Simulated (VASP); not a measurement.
# InSb (P4/mmm) in VASP: single point with PBEsol

Aim: the single point of InSb with PBEsol.

Program: VASP 6.6.1. These are calculated values, not measurements. Logs are shortened: lines on timing, memory, paths and dates and some standing lists are left out, and cuts for length are marked.

### Step 1. The cell of the first run

The structure is tetragonal, space group P4/mmm (No. 123). The conventional cell has a = 3.077 Å, b = 3.077 Å, c = 6.215 Å, α = 90.00°, β = 90.00°, γ = 90.00°. Within 4.0 Å of In (site symmetry 4/mmm) lie 4 In at 3.08 Å and 2 Sb at 3.11 Å. Sb (site symmetry 4/mmm) has 4 Sb at 3.08 Å and 2 In at 3.11 Å within 4.0 Å.

### Step 2. Single point, PBEsol

Input file INCAR:

```
  PREC = Accurate
  ENCUT = 520
  EDIFF = 1E-6
  ISMEAR = 0
  SIGMA = 0.15
  LREAL = F
  LASPH = T
  NELM = 60
  ALGO = Normal
  ISIF = 2
  LWAVE = F
  LCHARG = F
  GGA = PS
  NBANDS = 16
```

Input file KPOINTS:

```
Automatic mesh
0
Gamma
  18 18 10
```

Input file POSCAR:

```
InSb
1.0
    3.0766560000      0.0000000000      0.0000000000
    0.0000000000      3.0766560000      0.0000000000
    0.0000000000      0.0000000000      6.2154700000
In Sb
1 1
Direct
    0.0000000000      0.0000000000      0.0000000000
    0.0000000000      0.0000000000      0.5000000000
```

Potentials or basis: VASP PAW PBE potentials, release 64 (In_d, Sb).

On the command line:

```bash
$ cat potpaw_PBE.64/In_d/POTCAR potpaw_PBE.64/Sb/POTCAR > POTCAR
$ mpirun -np 1 vasp_std > vasp.out
```

OUTCAR:

```text
PREC = Accurate
   ENCUT = 520
   EDIFF = 1E-6
   ISMEAR = 0
   LREAL = F
   LASPH = T
   NELM = 60
   ISIF = 2
   GGA = PS

 ion  position               nearest neighbor table
   1  0.000  0.000  0.000-   2 3.11   2 3.11
   2  0.000  0.000  0.500-   1 3.11   1 3.11

  LATTYP: Found a simple tetragonal cell.
 ALAT       =     3.0766560000
 C/A-ratio  =     2.0202031036

  Lattice vectors:

 A1 = (   3.0766560000,   0.0000000000,   0.0000000000)
 A2 = (   0.0000000000,   3.0766560000,   0.0000000000)
 A3 = (   0.0000000000,   0.0000000000,   6.2154700000)

Analysis of symmetry for initial positions (statically):
=====================================================================
 Subroutine PRICEL returns:
 Original cell was already a primitive cell.

 Routine SETGRP: Setting up the symmetry group for a
 simple tetragonal supercell.

 Subroutine GETGRP returns: Found 16 space group operations
 (whereof 16 operations were pure point group operations)
 out of a pool of 16 trial point group operations.

The static configuration has the point symmetry D_4h.

Analysis of symmetry for dynamics (positions and initial velocities):
=====================================================================
 Subroutine PRICEL returns:
 Original cell was already a primitive cell.

 Routine SETGRP: Setting up the symmetry group for a
 simple tetragonal supercell.

 Subroutine GETGRP returns: Found 16 space group operations
 (whereof 16 operations were pure point group operations)
 out of a pool of 16 trial point group operations.

The dynamic configuration has the point symmetry D_4h.

 Subroutine INISYM returns: Found 16 space group operations
 (whereof 16 operations are pure point group operations),
 and found     1 'primitive' translations

----------------------------------------------------------------------------------------

                                     Primitive cell

  volume of cell :      58.8345

  direct lattice vectors                    reciprocal lattice vectors
     3.076656000  0.000000000  0.000000000     0.325028212  0.000000000  0.000000000
     0.000000000  3.076656000  0.000000000     0.000000000  0.325028212  0.000000000
     0.000000000  0.000000000  6.215470000     0.000000000  0.000000000  0.160888879

  length of vectors
     3.076656000  3.076656000  6.215470000     0.325028212  0.325028212  0.160888879

  position of ions in fractional coordinates (direct lattice)
     0.000000000  0.000000000  0.000000000
     0.000000000  0.000000000  0.500000000

[... 77 lines left out ...]
   LREAL  =      F    real-space projection
   EDIFFG = 0.1E-04   stopping-criterion for IOM
   NSW    =      0    number of steps for IOM
   IBRION =     -1    ionic relax: 0-MD 1-quasi-New 2-CG
   NFREE  =      0    steps in history (QN), initial steepest desc. (CG)
   ISIF   =      2    stress and relaxation
   ISYM   =      2    0-nonsym 1-usesym 2-fastsym
   POTIM  = 0.5000    time-step for ionic-motion
   TEBEG  =    0.0;   TEEND  =   0.0 temperature during run
   PSTRESS=    0.0 pullay stress
   NELECT =      18.0000    total number of electrons
   NUPDOWN=      -1.0000    fix difference up-down
   EMIN   =  10.00;   EMAX   =-10.00  energy-range for DOS
   EFERMI =   0.00;   METHOD = LEGACY
   ISMEAR =     0;   SIGMA  =   0.15  broadening in eV -4-tet -1-fermi 0-gaus
   EFERMI_NEDOS =   21; number of points for ismear=-14 and -15
   IALGO  =     38    algorithm
   IMIX   =      4    mixing-type and parameters
     AMIX     =   0.40;   BMIX     =  1.00
     AMIX_MAG =   1.60;   BMIX_MAG =  1.00
  volume/ion in A,a.u.               =      29.42       198.52
  Fermi-wavevector in a.u.,A,eV,Ry     =   1.103117  2.084590 16.556493  1.216868
  Thomas-Fermi vector in A             =   2.239571
   LORBIT       =      0    0 simple, 1 ext, 2 COOP (PROOUT), +10 PAW based schemes
   GGA     = PS    functional components
   LHFCALC =     F    Hartree Fock is set to
   AEXX    =    0.0000 exact exchange contribution
   IVDW    =     0    specifies the selected vdW correction
   LEPSILON=     F    determine dielectric tensor
   LRPA    =     F    only Hartree local field effects (RPA)
 non-spin polarized calculation
 Gauss-broadening in eV      SIGMA  =   0.15
  energy-cutoff  :      520.00
  volume of cell :       58.83
 maximum number of plane-waves:      1604
 NGX is ok and might be reduce to    24
   NGX = 11   NGY = 11   NGZ = 23

 number of electron      17.9999986 magnetization

 Free energy of the ion-electron system (eV)
  ---------------------------------------------------
  ext. energy  EPLUGINS =         0.00000000
  ---------------------------------------------------
  free energy    TOTEN  =        -7.42049405 eV

  energy without entropy =       -7.40625217  energy(sigma->0) =       -7.41337311

 E-fermi :   6.4628     XC(G=0):  -9.7991

 val. band max:        6.4609774620   @ k =   0.2222   0.2222   0.0000
 cond. band min:       6.4666242907   @ k =   0.4444   0.3333   0.2000
 fundamental gap:      0.0056468287
 Fermi energy:         6.4627826415

 k-point     1 :       0.0000    0.0000    0.0000
  band No.  band energies     occupation
      1      -8.3653      2.00000
      2      -8.1478      2.00000
      3      -7.7850      2.00000
      4      -7.7850      2.00000
      5      -7.6967      2.00000
      6      -5.0493      2.00000
[... 433 lines left out ...]
      3      -7.8698      2.00000
      4      -7.8569      2.00000
      5      -7.7969      2.00000
      6      -3.2641      2.00000
[... 8 lines left out ...]
     15      16.5738      0.00000
     16      17.1334      0.00000

 [... further k-points ...]

------------------------ aborting loop because EDIFF is reached ----------------------------------------

  FORCE on cell =-STRESS in cart. coord.  units (eV):
  Direction    XX          YY          ZZ          XY          YZ          ZX
  --------------------------------------------------------------------------------------
  -------------------------------------------------------------------------------------
  Total       -0.7078960     -0.7078960     -0.9171935      0.0000000      0.0000000     -0.0000000
  in kB      -19.2773873    -19.2773873    -24.9769675      0.0000000      0.0000000     -0.0000000
  external PRESSURE =     -21.1772474 kB  Pullay stress =       0.0000000 kB

 VOLUME and BASIS-vectors are now :
 -----------------------------------------------------------------------------
  energy-cutoff  :      520.00
  volume of cell :       58.83
      direct lattice vectors                 reciprocal lattice vectors
     3.076656000  0.000000000  0.000000000     0.325028212  0.000000000  0.000000000
     0.000000000  3.076656000  0.000000000     0.000000000  0.325028212  0.000000000
     0.000000000  0.000000000  6.215470000     0.000000000  0.000000000  0.160888879

 POSITION                                       TOTAL-FORCE (eV/Angst)
 -----------------------------------------------------------------------------------
      0.00000      0.00000      0.00000         0.000000      0.000000      0.000000
      0.00000      0.00000      3.10773         0.000000      0.000000      0.000000
 -----------------------------------------------------------------------------------
    total drift:                                0.000000     -0.000000     -0.000000

  FREE ENERGIE OF THE ION-ELECTRON SYSTEM (eV)
  ---------------------------------------------------
  free  energy   TOTEN  =        -7.4204940533 eV

  energy  without entropy=       -7.4062521725  energy(sigma->0) =       -7.41337311
```

OSZICAR:

```text
N       E                     dE             d eps       ncg     rms          rms(c)
DAV:   1     0.109246832738E+03    0.10925E+03   -0.79860E+03 10560   0.116E+03
DAV:   2    -0.725607798306E+00   -0.10997E+03   -0.10654E+03 11880   0.289E+02
DAV:   3    -0.727891303450E+01   -0.65533E+01   -0.64923E+01 13616   0.700E+01
DAV:   4    -0.744937142652E+01   -0.17046E+00   -0.17042E+00 13416   0.123E+01
DAV:   5    -0.745728059086E+01   -0.79092E-02   -0.79090E-02 15480   0.220E+00    0.290E+00
DAV:   6    -0.742590094397E+01    0.31380E-01   -0.64207E-02 13832   0.419E+00    0.156E+00
DAV:   7    -0.742073547382E+01    0.51655E-02   -0.19146E-02 13656   0.186E+00    0.353E-01
DAV:   8    -0.742051080636E+01    0.22467E-03   -0.89276E-04 13808   0.323E-01    0.115E-01
DAV:   9    -0.742048965596E+01    0.21150E-04   -0.20402E-04 14000   0.209E-01    0.272E-02
DAV:  10    -0.742049440555E+01   -0.47496E-05   -0.79851E-06 13240   0.227E-02    0.750E-03
DAV:  11    -0.742049405329E+01    0.35226E-06   -0.11647E-06  8984   0.158E-02
   1 F= -.74204941E+01 E0= -.74133731E+01  d E =-.142419E-01
```

Wall time 1.8 min (1 thread of Intel Xeon Platinum 8375C at 2.90GHz (Ice Lake), shared host); peak memory 0.43 GiB.

What came out:

| Property | Result |
| --- | --- |
| Free energy | -7.4205 eV |
| Pressure | -2.1 GPa |
| Band gap on the k mesh | zero (band 9 reaches 10.74 eV, above the bottom of band 10 at 4.81 eV) |

Caveat: the PAW data sets were made with another functional, which shifts forces and pressure a little; spin-orbit coupling is left out, which moves the levels of the heavy elements.
